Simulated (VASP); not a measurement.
# MgCd5O6 (P-3m1) in VASP: single point with PBE

Aim: the single point of MgCd5O6 with PBE.

All numbers are computed with VASP 6.6.1; they aren't measurements. Logs are shortened: lines on timing, memory, paths and dates and some standing lists are left out, and cuts for length are marked.

### 1 The cell of the first run

It takes space group P-3m1 (No. 164, trigonal). Conventional cell: a = 3.303 Å, b = 3.303 Å, c = 16.389 Å, α = 90.00°, β = 90.00°, γ = 120.00°. Within 2.9 Å of Mg (site symmetry -3m) lie 6 O at 2.22 Å. Within 3.4 Å of Cd (site symmetry 3m) lie 6 O at 2.37 to 2.39 Å and 3 Mg at 3.21 Å and 9 Cd at 3.30 to 3.39 Å. Cd (site symmetry 3m) has 6 O at 2.37 Å within 3.1 Å. Within 3.1 Å of Cd (site symmetry -3m) lie 6 O at 2.37 Å. Within 3.0 Å of O (site symmetry 3m) lie 3 Mg at 2.22 Å and 3 Cd at 2.39 Å and 3 O at 2.96 Å. Within 3.1 Å of O (site symmetry 3m) lie 6 Cd at 2.37 Å. O (site symmetry 3m) has 6 Cd at 2.37 Å within 3.1 Å.

### 2 Single point, PBE

File INCAR:

```
  PREC = Accurate
  ENCUT = 520
  EDIFF = 1E-7
  ISMEAR = 0
  SIGMA = 0.1
  LREAL = F
  LASPH = T
  NELM = 60
  ALGO = Normal
  ISIF = 2
  LWAVE = F
  LCHARG = T
  GGA = PE
  LELF = T
  LVHAR = T
  NBANDS = 61
```

File KPOINTS:

```
regular mesh
0
Gamma
  12 12 4
```

File POSCAR:

```
MgCd5O6
1.0
    3.3029700916     -0.0000000289      0.0000000000
   -1.6514850208      2.8604560217      0.0000000000
    0.0000000000      0.0000000000     16.3892462000
Mg Cd O
1 5 6
Direct
    0.0000000000      0.0000000000      0.5000000000
    0.6666666667      0.3333333333      0.6574450000
    0.3333333333      0.6666666667      0.3425550000
    0.6666666667      0.3333333333      0.1712630000
    0.0000000000      0.0000000000      0.0000000000
    0.3333333333      0.6666666667      0.8287370000
    0.3333333333      0.6666666667      0.5691900000
    0.6666666667      0.3333333333      0.4308100000
    0.0000000000      0.0000000000      0.2570790000
    0.3333333333      0.6666666667      0.0856770000
    0.6666666667      0.3333333333      0.9143230000
    0.0000000000      0.0000000000      0.7429210000
```

Potentials or basis: VASP PAW PBE potentials, release 64 (Mg, Cd, O).

The run is started by

```sh
$ cat potpaw_PBE.64/Mg/POTCAR potpaw_PBE.64/Cd/POTCAR potpaw_PBE.64/O/POTCAR > POTCAR
$ mpirun -np 1 vasp_std > vasp.out
```

OUTCAR:

```text
PREC = Accurate
   ENCUT = 520
   EDIFF = 1E-7
   ISMEAR = 0
   LREAL = F
   LASPH = T
   NELM = 60
   ISIF = 2
   GGA = PE

 ion  position               nearest neighbor table
   1  0.000  0.000  0.500-   7 2.22   8 2.22   8 2.22   7 2.22   8 2.22   7 2.22   2 3.21   3 3.21
                             3 3.21   2 3.21   2 3.21   3 3.21
   2  0.667  0.333  0.657-  12 2.37  12 2.37  12 2.37   7 2.39   7 2.39   7 2.39   1 3.21   1 3.21
                             1 3.21   6 3.39   6 3.39   6 3.39
   3  0.333  0.667  0.343-   9 2.37   9 2.37   9 2.37   8 2.39   8 2.39   8 2.39   1 3.21   1 3.21
                             1 3.21   4 3.39   4 3.39   4 3.39
   4  0.667  0.333  0.171-  10 2.37  10 2.37  10 2.37   9 2.37   9 2.37   9 2.37   5 3.39   5 3.39
                             5 3.39   3 3.39   3 3.39   3 3.39
   5  0.000  0.000  0.000-  10 2.37  11 2.37  11 2.37  10 2.37  11 2.37  10 2.37   4 3.39   6 3.39
                             6 3.39   4 3.39   4 3.39   6 3.39
   6  0.333  0.667  0.829-  11 2.37  11 2.37  11 2.37  12 2.37  12 2.37  12 2.37   5 3.39   5 3.39
                             5 3.39   2 3.39   2 3.39   2 3.39
   7  0.333  0.667  0.569-   1 2.22   1 2.22   1 2.22   2 2.39   2 2.39   2 2.39
   8  0.667  0.333  0.431-   1 2.22   1 2.22   1 2.22   3 2.39   3 2.39   3 2.39
   9  0.000  0.000  0.257-   3 2.37   3 2.37   3 2.37   4 2.37   4 2.37   4 2.37
  10  0.333  0.667  0.086-   4 2.37   4 2.37   4 2.37   5 2.37   5 2.37   5 2.37
  11  0.667  0.333  0.914-   6 2.37   6 2.37   6 2.37   5 2.37   5 2.37   5 2.37
  12  0.000  0.000  0.743-   2 2.37   2 2.37   2 2.37   6 2.37   6 2.37   6 2.37

  LATTYP: Found a hexagonal cell.
 ALAT       =     3.3029700916
 C/A-ratio  =     4.9619723296

  Lattice vectors:

 A1 = (   3.3029700916,  -0.0000000289,   0.0000000000)
 A2 = (  -1.6514850208,   2.8604560217,   0.0000000000)
 A3 = (   0.0000000000,   0.0000000000,  16.3892462000)

Analysis of symmetry for initial positions (statically):
=====================================================================
 Subroutine PRICEL returns:
 Original cell was already a primitive cell.

 Routine SETGRP: Setting up the symmetry group for a
 hexagonal supercell.

 Subroutine GETGRP returns: Found 12 space group operations
 (whereof 12 operations were pure point group operations)
 out of a pool of 24 trial point group operations.

The static configuration has the point symmetry D_3d.

Analysis of symmetry for dynamics (positions and initial velocities):
=====================================================================
 Subroutine PRICEL returns:
 Original cell was already a primitive cell.

 Routine SETGRP: Setting up the symmetry group for a
[... 142 lines left out ...]
   EFERMI_NEDOS =   21; number of points for ismear=-14 and -15
   IALGO  =     38    algorithm
   IMIX   =      4    mixing-type and parameters
     AMIX     =   0.40;   BMIX     =  1.00
     AMIX_MAG =   1.60;   BMIX_MAG =  1.00
  volume/ion in A,a.u.               =      12.90        87.08
  Fermi-wavevector in a.u.,A,eV,Ry     =   1.405564  2.656130 26.879800  1.975610
  Thomas-Fermi vector in A             =   2.528012
   LORBIT       =      0    0 simple, 1 ext, 2 COOP (PROOUT), +10 PAW based schemes
   GGA     = PE    functional components
   LHFCALC =     F    Hartree Fock is set to
   AEXX    =    0.0000 exact exchange contribution
   IVDW    =     0    specifies the selected vdW correction
   LEPSILON=     F    determine dielectric tensor
   LRPA    =     F    only Hartree local field effects (RPA)
 non-spin polarized calculation
 Gauss-broadening in eV      SIGMA  =   0.10
  energy-cutoff  :      520.00
  volume of cell :      154.85
 maximum number of plane-waves:      4206
 NGX is ok and might be reduce to    28
   NGX = 13   NGY = 13   NGZ = 61

 number of electron      97.9999999 magnetization

 Free energy of the ion-electron system (eV)
  ---------------------------------------------------
  ext. energy  EPLUGINS =         0.00000000
  ---------------------------------------------------
  free energy    TOTEN  =       -50.16303132 eV

  energy without entropy =      -50.16199903  energy(sigma->0) =      -50.16251517

 E-fermi :   1.9909     XC(G=0): -11.3913

 val. band max:        1.8746795170   @ k =   0.0000   0.0000   0.5000
 cond. band min:       2.0505805037   @ k =   0.0000   0.0000   0.2500
 fundamental gap:      0.1759009867
 Fermi energy:         1.9909039796

 k-point     1 :       0.0000    0.0000    0.0000
  band No.  band energies     occupation
      1     -15.2417      2.00000
      2     -15.0756      2.00000
      3     -15.0342      2.00000
      4     -14.7380      2.00000
      5     -14.6675      2.00000
      6     -14.2940      2.00000
[... 1525 lines left out ...]
     60      12.6825      0.00000
     61      12.9299      0.00000

 [... further k-points ...]

------------------------ aborting loop because EDIFF is reached ----------------------------------------

  FORCE on cell =-STRESS in cart. coord.  units (eV):
  Direction    XX          YY          ZZ          XY          YZ          ZX
  --------------------------------------------------------------------------------------
  -------------------------------------------------------------------------------------
  Total        0.9784465      0.9784465      1.0859201     -0.0000000      0.0000000     -0.0000000
  in kB       10.1239220     10.1239220     11.2359438     -0.0000000      0.0000000     -0.0000000
  external PRESSURE =      10.4945959 kB  Pullay stress =       0.0000000 kB

 VOLUME and BASIS-vectors are now :
 -----------------------------------------------------------------------------
  energy-cutoff  :      520.00
  volume of cell :      154.85
      direct lattice vectors                 reciprocal lattice vectors
     3.302970092 -0.000000029  0.000000000     0.302757814  0.174797302  0.000000000
    -1.651485021  2.860456022  0.000000000     0.000000003  0.349594609  0.000000000
     0.000000000  0.000000000 16.389246200     0.000000000  0.000000000  0.061015619

 POSITION                                       TOTAL-FORCE (eV/Angst)
 -----------------------------------------------------------------------------------
      0.00000      0.00000      8.19462         0.000000     -0.000000      0.000000
      1.65149      0.95349     10.77503         0.000000     -0.000000     -0.020790
      0.00000      1.90697      5.61422        -0.000000      0.000000      0.020790
      1.65149      0.95349      2.80687         0.000000     -0.000000      0.002194
      0.00000      0.00000      0.00000         0.000000     -0.000000      0.000000
      0.00000      1.90697     13.58237         0.000000     -0.000000     -0.002194
      0.00000      1.90697      9.32860        -0.000000     -0.000000     -0.090967
      1.65149      0.95349      7.06065         0.000000     -0.000000      0.090967
      0.00000      0.00000      4.21333         0.000000     -0.000000     -0.000247
      0.00000      1.90697      1.40418         0.000000     -0.000000      0.000058
      1.65149      0.95349     14.98506        -0.000000      0.000000     -0.000058
      0.00000      0.00000     12.17592         0.000000     -0.000000      0.000247
 -----------------------------------------------------------------------------------
    total drift:                                0.000000      0.000000      0.000000

  FREE ENERGIE OF THE ION-ELECTRON SYSTEM (eV)
  ---------------------------------------------------
  free  energy   TOTEN  =       -50.1630313153 eV

  energy  without entropy=      -50.1619990290  energy(sigma->0) =      -50.16251517
```

OSZICAR:

```text
N       E                     dE             d eps       ncg     rms          rms(c)
DAV:   1     0.893236764811E+03    0.89324E+03   -0.52878E+04  8506   0.163E+03
DAV:   2     0.961351994950E+01   -0.88362E+03   -0.84115E+03  9014   0.438E+02
DAV:   3    -0.603769015001E+02   -0.69990E+02   -0.69154E+02  9592   0.128E+02
DAV:   4    -0.613659688130E+02   -0.98907E+00   -0.98598E+00  9463   0.162E+01
DAV:   5    -0.613731867365E+02   -0.72179E-02   -0.72154E-02  9349   0.125E+00    0.238E+01
DAV:   6    -0.500802793953E+02    0.11293E+02   -0.42518E+01 13862   0.614E+01    0.198E+01
DAV:   7    -0.504061844915E+02   -0.32591E+00   -0.78412E+00  9255   0.145E+01    0.121E+01
DAV:   8    -0.503353398398E+02    0.70845E-01   -0.24768E+00  9127   0.683E+00    0.430E+00
DAV:   9    -0.501730820494E+02    0.16226E+00   -0.27748E-01 12287   0.382E+00    0.133E+00
DAV:  10    -0.501657629422E+02    0.73191E-02   -0.11234E-01  9078   0.132E+00    0.562E-01
DAV:  11    -0.501644058640E+02    0.13571E-02   -0.50242E-03  9927   0.415E-01    0.352E-01
DAV:  12    -0.501630032895E+02    0.14026E-02   -0.59374E-03  9466   0.313E-01    0.103E-01
DAV:  13    -0.501630336502E+02   -0.30361E-04   -0.26074E-04  9578   0.102E-01    0.250E-02
DAV:  14    -0.501630324090E+02    0.12411E-05   -0.33494E-05  9821   0.329E-02    0.957E-03
DAV:  15    -0.501630316705E+02    0.73858E-06   -0.63410E-06  9887   0.177E-02    0.545E-03
DAV:  16    -0.501630315518E+02    0.11867E-06   -0.11653E-06  9171   0.689E-03    0.381E-03
DAV:  17    -0.501630313419E+02    0.20985E-06   -0.50805E-07  8097   0.445E-03    0.854E-04
DAV:  18    -0.501630313153E+02    0.26648E-07   -0.89232E-08  4954   0.179E-03
   1 F= -.50163031E+02 E0= -.50162515E+02  d E =-.103229E-02
```

Wall time 24 min (1 thread of AMD EPYC 7R43 (Zen 3), shared host); peak memory 0.6 GiB.

What came out:

- Free energy: -50.1630 eV
- Pressure: 1.0 GPa
- Largest force: 0.091 eV/Å
- Band gap on the k mesh: zero (bands 49 and 50 overlap by 0.02 eV)

Forces in eV/Å, atoms in the order of the input:
```
Mg   0.000  0.000  0.000
Cd   0.000  0.000 -0.021
Cd   0.000  0.000  0.021
Cd   0.000  0.000  0.002
Cd   0.000  0.000  0.000
Cd   0.000  0.000 -0.002
O    0.000  0.000 -0.091
O    0.000  0.000  0.091
O    0.000  0.000  0.000
O    0.000  0.000  0.000
O    0.000  0.000  0.000
O    0.000  0.000  0.000
```

Caveat: semilocal functionals underestimate gaps, and a narrow one can read as zero.

The gap in the log of VASP goes by the Fermi energy; the results here count the filled bands.